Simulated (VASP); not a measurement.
# SnO (Pmn2_1) in VASP: notebook, part 2 of 2

VASP 6.6.1.

## (6) Single point, LDA

The input, INCAR:

```
ALGO = Normal ; EDIFF = 1E-6
ENCUT = 520 ; ISIF = 2
ISMEAR = 0 ; LASPH = True
LCHARG = False ; LREAL = False
LWAVE = False ; NBANDS = 28
NELM = 100 ; PREC = Accurate
SIGMA = 0.01
```

The input, KPOINTS:

```
k-points
0
Gamma
  8 4 6
```

The input, POSCAR:

```
SnO
1.0
    3.3031148357      0.0000000000      0.0000000000
    0.0000000000      5.7577048997      0.0000000000
    0.0000000000      0.0000000000      4.0008071511
Sn O
2 2
Direct
    0.0000000000      0.2294420330      0.5172649307
    0.5000000000      0.7705579670      0.0172649307
    0.0000000000      0.8935339453      0.7327360693
    0.5000000000      0.1064660547      0.2327360693
```

Potentials or basis: VASP PAW LDA potentials, release 64 (Sn_d, O).

Started as:

```
> cat potpaw_LDA.64/Sn_d/POTCAR potpaw_LDA.64/O/POTCAR > POTCAR
> mpirun -np 1 vasp_std > vasp.out
```

OUTCAR:

```text
EDIFF = 1E-6
   ENCUT = 520
   ISIF = 2
   ISMEAR = 0
   LASPH = True
   LREAL = False
   NELM = 100
   PREC = Accurate

 ion  position               nearest neighbor table
   1  0.000  0.229  0.517-   3 2.12   4 2.13   4 2.13   2 3.70   2 3.70   2 3.70   2 3.70
   2  0.500  0.771  0.017-   4 2.12   3 2.13   3 2.13   1 3.70   1 3.70   1 3.70   1 3.70
   3  0.000  0.894  0.733-   1 2.12   2 2.13   2 2.13
   4  0.500  0.106  0.233-   2 2.12   1 2.13   1 2.13

  LATTYP: Found a simple orthorhombic cell.
 ALAT       =     3.3031148357
 B/A-ratio  =     1.2112225430
 C/A-ratio  =     1.7431137536

  Lattice vectors:

 A1 = (  -3.3031148357,   0.0000000000,   0.0000000000)
 A2 = (   0.0000000000,   0.0000000000,   4.0008071511)
 A3 = (   0.0000000000,   5.7577048997,   0.0000000000)

Analysis of symmetry for initial positions (statically):
=====================================================================
 Subroutine PRICEL returns:
 Original cell was already a primitive cell.

 Routine SETGRP: Setting up the symmetry group for a
 simple orthorhombic supercell.

 Subroutine GETGRP returns: Found  4 space group operations
 (whereof  2 operations were pure point group operations)
 out of a pool of  8 trial point group operations.

The static configuration has the point symmetry C_1h.
 The point group associated with its full space group is C_2v.

Analysis of symmetry for dynamics (positions and initial velocities):
=====================================================================
 Subroutine PRICEL returns:
 Original cell was already a primitive cell.

 Routine SETGRP: Setting up the symmetry group for a
 simple orthorhombic supercell.

 Subroutine GETGRP returns: Found  4 space group operations
 (whereof  2 operations were pure point group operations)
 out of a pool of  8 trial point group operations.

The dynamic configuration has the point symmetry C_1h.
 The point group associated with its full space group is C_2v.

 Subroutine INISYM returns: Found  4 space group operations
 (whereof  2 operations are pure point group operations),
 and found     1 'primitive' translations

----------------------------------------------------------------------------------------

                                     Primitive cell

  volume of cell :      76.0888

  direct lattice vectors                    reciprocal lattice vectors
     3.303114836  0.000000000  0.000000000     0.302744546  0.000000000  0.000000000
     0.000000000  5.757704900  0.000000000     0.000000000  0.173680315  0.000000000
     0.000000000  0.000000000  4.000807151     0.000000000  0.000000000  0.249949563

  length of vectors
     3.303114836  5.757704900  4.000807151     0.302744546  0.173680315  0.249949563

  position of ions in fractional coordinates (direct lattice)
     0.000000000  0.229442033  0.517264931
     0.500000000  0.770557967  0.017264931
     0.000000000  0.893533945  0.732736069
     0.500000000  0.106466055  0.232736069

  ion indices of the primitive-cell ions
   primitive index   ion index
                 1           1
                 2           2
                 3           3
                 4           4

----------------------------------------------------------------------------------------

 KPOINTS: k-points

Automatic generation of k-mesh.
 Grid dimensions read from file:
 generate k-points for:    8    4    6

 Generating k-lattice:

  Cartesian coordinates                     Fractional coordinates (reciprocal lattice)
     0.037843068  0.000000000  0.000000000     0.125000000  0.000000000  0.000000000
     0.000000000  0.043420079  0.000000000     0.000000000  0.250000000  0.000000000
     0.000000000  0.000000000  0.041658261     0.000000000  0.000000000  0.166666667

  Length of vectors
     0.037843068  0.043420079  0.041658261

  Shift w.r.t. Gamma in fractional coordinates (k-lattice)
     0.000000000  0.000000000  0.000000000

 Subroutine IBZKPT returns following result:
 ===========================================

 Found     60 irreducible k-points:

 Following reciprocal coordinates:
            Coordinates               Weight
  0.000000  0.000000  0.000000      1.000000
  0.125000  0.000000  0.000000      2.000000
  0.250000  0.000000  0.000000      2.000000
  0.375000  0.000000  0.000000      2.000000
  0.500000  0.000000  0.000000      1.000000
  0.000000  0.250000  0.000000      2.000000
[... 16 lines left out ...]
  0.250000  0.250000  0.166667      8.000000
  0.375000  0.250000  0.166667      8.000000
 [... further k-points ...]
   k-points           NKPTS =     60   k-points in BZ     NKDIM =     60   number of bands    NBANDS=     28
   number of dos      NEDOS =    301   number of ions     NIONS =      4
   total plane-waves  NPLWV =  40320
   dimension x,y,z NGX =    28 NGY =   48 NGZ =   30
   dimension x,y,z NGXF=    56 NGYF=   96 NGZF=   60
   ions per type =               2   2
   NGX,Y,Z   is equivalent  to a cutoff of  14.09, 13.86, 12.47 a.u.
   NGXF,Y,Z  is equivalent  to a cutoff of  28.18, 27.72, 24.93 a.u.
 SYSTEM =  unknown system
   PREC   = accura    normal or accurate (medium, high low for compatibility)
   ISTART =      0    job   : 0-new  1-cont  2-samecut
   ICHARG =      2    charge: 1-file 2-atom 10-const
   ISPIN  =      1    spin polarized calculation?
   LNONCOLLINEAR =      F non collinear calculations
   LSORBIT =      F    spin-orbit coupling
   LASPH  =      T    aspherical Exc in radial PAW
   ENCUT  =  520.0 eV  38.22 Ry    6.18 a.u.   6.14 10.71  7.44*2*pi/ulx,y,z
   NELM   =    100;   NELMIN=  2; NELMDL= -5     # of ELM steps
   EDIFF  = 0.1E-05   stopping-criterion for ELM
   LREAL  =      F    real-space projection
   EDIFFG = 0.1E-04   stopping-criterion for IOM
   NSW    =      0    number of steps for IOM
   IBRION =     -1    ionic relax: 0-MD 1-quasi-New 2-CG
   NFREE  =      0    steps in history (QN), initial steepest desc. (CG)
   ISIF   =      2    stress and relaxation
   ISYM   =      2    0-nonsym 1-usesym 2-fastsym
   POTIM  = 0.5000    time-step for ionic-motion
   TEBEG  =    0.0;   TEEND  =   0.0 temperature during run
   PSTRESS=    0.0 pullay stress
   NELECT =      40.0000    total number of electrons
   NUPDOWN=      -1.0000    fix difference up-down
   EMIN   =  10.00;   EMAX   =-10.00  energy-range for DOS
   EFERMI =   0.00;   METHOD = LEGACY
   ISMEAR =     0;   SIGMA  =   0.01  broadening in eV -4-tet -1-fermi 0-gaus
   EFERMI_NEDOS =   21; number of points for ismear=-14 and -15
   IALGO  =     38    algorithm
   IMIX   =      4    mixing-type and parameters
     AMIX     =   0.40;   BMIX     =  1.00
     AMIX_MAG =   1.60;   BMIX_MAG =  1.00
  volume/ion in A,a.u.               =      19.02       128.37
  Fermi-wavevector in a.u.,A,eV,Ry     =   1.321259  2.496817 23.752032  1.745725
  Thomas-Fermi vector in A             =   2.451026
   LORBIT       =      0    0 simple, 1 ext, 2 COOP (PROOUT), +10 PAW based schemes
   GGA     = CA    functional components
   LHFCALC =     F    Hartree Fock is set to
   AEXX    =    0.0000 exact exchange contribution
   IVDW    =     0    specifies the selected vdW correction
   LEPSILON=     F    determine dielectric tensor
   LRPA    =     F    only Hartree local field effects (RPA)
 non-spin polarized calculation
 Gauss-broadening in eV      SIGMA  =   0.01
  energy-cutoff  :      520.00
  volume of cell :       76.09
 maximum number of plane-waves:      2088
 NGX is ok and might be reduce to    28
   NGX = 13   NGY = 21   NGZ = 15

 number of electron      40.0000010 magnetization

 Free energy of the ion-electron system (eV)
  ---------------------------------------------------
  ext. energy  EPLUGINS =         0.00000000
  ---------------------------------------------------
  free energy    TOTEN  =       -25.27144594 eV

  energy without entropy =      -25.27144594  energy(sigma->0) =      -25.27144594

 E-fermi :   5.2687     XC(G=0): -10.2302

 val. band max:        5.1483365213   @ k =   0.0000   0.0000   0.0000
 cond. band min:       6.5153490930   @ k =   0.3750   0.5000   0.0000
 fundamental gap:      1.3670125718
 Fermi energy:         5.2687269468

 k-point     1 :       0.0000    0.0000    0.0000
  band No.  band energies     occupation
      1     -16.0748      2.00000
      2     -15.7002      2.00000
      3     -15.5952      2.00000
      4     -15.5586      2.00000
      5     -15.5308      2.00000
      6     -15.5073      2.00000
[... 20 lines left out ...]
     27      13.9783      0.00000
[... 691 lines left out ...]
      6     -15.5017      2.00000
[... 20 lines left out ...]
     27      14.2281      0.00000
     28      15.4230      0.00000

 [... further k-points ...]
[... 5 lines left out ...]
  --------------------------------------------------------------------------------------
  -------------------------------------------------------------------------------------
  Total       -0.7422173     -0.7621459     -0.6733878      0.0000000      0.0000000      0.0000000
  in kB      -15.6286327    -16.0482626    -14.1793120      0.0000000      0.0000000      0.0000000
  external PRESSURE =     -15.2854024 kB  Pullay stress =       0.0000000 kB

 VOLUME and BASIS-vectors are now :
 -----------------------------------------------------------------------------
  energy-cutoff  :      520.00
  volume of cell :       76.09
      direct lattice vectors                 reciprocal lattice vectors
     3.303114836  0.000000000  0.000000000     0.302744546  0.000000000  0.000000000
     0.000000000  5.757704900  0.000000000     0.000000000  0.173680315  0.000000000
     0.000000000  0.000000000  4.000807151     0.000000000  0.000000000  0.249949563

 POSITION                                       TOTAL-FORCE (eV/Angst)
 -----------------------------------------------------------------------------------
      0.00000      1.32106      2.06948         0.000000     -0.043083      0.005872
      1.65156      4.43665      0.06907         0.000000      0.043083      0.005872
      0.00000      5.14470      2.93154         0.000000      0.000697     -0.005872
      1.65156      0.61300      0.93113         0.000000     -0.000697     -0.005872
 -----------------------------------------------------------------------------------
    total drift:                                0.000000     -0.000000     -0.000406

  FREE ENERGIE OF THE ION-ELECTRON SYSTEM (eV)
  ---------------------------------------------------
  free  energy   TOTEN  =       -25.2714459355 eV

  energy  without entropy=      -25.2714459355  energy(sigma->0) =      -25.27144594
```

stdout:

```text
POSCAR found type information on POSCAR SnO
 POSCAR found :  2 types and       4 ions
 scaLAPACK will be used
 LDA part: xc-table for (Slater(with rela. corr.)+CA(PZ))
 , standard interpolation
 POSCAR, INCAR and KPOINTS ok, starting setup
 FFT: planning ... GRIDC
 FFT: planning ... GRID_SOFT
 FFT: planning ... GRID
 WAVECAR not read
 entering main loop
```

Wall time 66 s (1 thread of Intel Xeon Platinum 8488C (Sapphire Rapids), shared host); peak memory 0.23 GiB.

What came out:

```
Free energy            : -25.2714 eV
Pressure               : -1.5 GPa
Largest force          : 0.043 eV/Å
Band gap on the k mesh : 1.37 eV, indirect (least direct gap 2.07 eV)
```

Forces in eV/Å, atoms in the order of the input:
```
Sn   0.000 -0.043  0.006
Sn   0.000  0.043  0.006
O    0.000  0.001 -0.006
O    0.000 -0.001 -0.006
```

Levels at points of the mesh, in eV from the valence-band top:
| k point | band 16 | band 17 | band 18 | band 19 | band 20 | band 21 | band 22 | band 23 | band 24 | band 25 |
| --- | --- | --- | --- | --- | --- | --- | --- | --- | --- | --- |
| (0.00, 0.00, 0.00) | -4.16 | -3.87 | -2.80 | -2.20 | 0.00 | 2.92 | 3.14 | 6.01 | 6.12 | 8.22 |
| (0.50, 0.00, 0.00) | -4.66 | -2.81 | -2.81 | -1.29 | -1.29 | 2.51 | 2.51 | 5.76 | 5.76 | 6.88 |
| (0.00, 0.50, 0.00) | -4.13 | -4.07 | -2.82 | -1.84 | -1.60 | 3.26 | 4.28 | 5.00 | 5.27 | 7.07 |
| (0.50, 0.50, 0.00) | -4.49 | -2.85 | -2.85 | -1.04 | -1.04 | 1.94 | 1.94 | 6.46 | 6.46 | 7.24 |
| (0.00, 0.00, 0.50) | -3.67 | -3.42 | -3.42 | -1.71 | -1.71 | 2.50 | 2.50 | 5.35 | 5.35 | 8.13 |
| (0.50, 0.00, 0.50) | -4.37 | -3.44 | -3.44 | -1.06 | -1.06 | 2.14 | 2.14 | 4.41 | 4.41 | 7.04 |
| (0.00, 0.50, 0.50) | -3.41 | -3.17 | -3.17 | -1.59 | -1.59 | 1.87 | 1.87 | 5.87 | 5.87 | 8.02 |
| (0.50, 0.50, 0.50) | -4.49 | -3.68 | -3.68 | -0.45 | -0.45 | 2.42 | 2.42 | 4.06 | 4.06 | 6.21 |

Caveat: spin-orbit coupling is left out, which moves the levels of the heavy elements.

## (7) Overview

| level | potentials or basis | cell | k mesh | smearing | gap on the mesh (eV) | pressure (GPa) | largest force (eV/Å) |
| --- | --- | --- | --- | --- | --- | --- | --- |
| PBE | VASP PAW PBE potentials, release 64 (Sn_d, O) | a = 3.303, b = 5.758, c = 4.001 Å, 4 atoms | 4 × 4 × 4 | gaussian 0.01 eV | 1.81 | 4.7 | 0.63 |
| PBE+D4 | VASP PAW PBE potentials, release 64 (Sn_d, O) | a = 3.347, b = 5.710, c = 3.885 Å, 4 atoms | 8 × 4 × 6 | fermi-dirac 0.02 eV | 1.29 | 0.2 | 0.08 |
| PBE+D3(BJ) | VASP PAW PBE potentials, release 64 (Sn_d, O) | a = 3.346, b = 5.711, c = 3.922 Å, 4 atoms | 8 × 4 × 6 | fermi-dirac 0.02 eV | 1.30 | 0.2 | 0.08 |
| PBE | VASP PAW PBE potentials, release 64 (Sn_d, O) | a = 3.303, b = 5.758, c = 4.001 Å, 4 atoms | 8 × 4 × 6 | fermi-dirac 0.02 eV | 1.41 | 4.8 | 0.62 |
| LDA | VASP PAW LDA potentials, release 64 (Sn_d, O) | a = 3.303, b = 5.758, c = 4.001 Å, 4 atoms | 8 × 4 × 6 | gaussian 0.01 eV | 1.37 | -1.5 | 0.04 |

Alike in all rows: task single point; no spin polarisation; cutoff (eV) 520.

Caveats: some runs use coarse meshes; spin-orbit coupling is left out, which moves the levels of the heavy elements.

Total energies depend on the potentials used, so only differences within one code and one set of settings carry meaning.
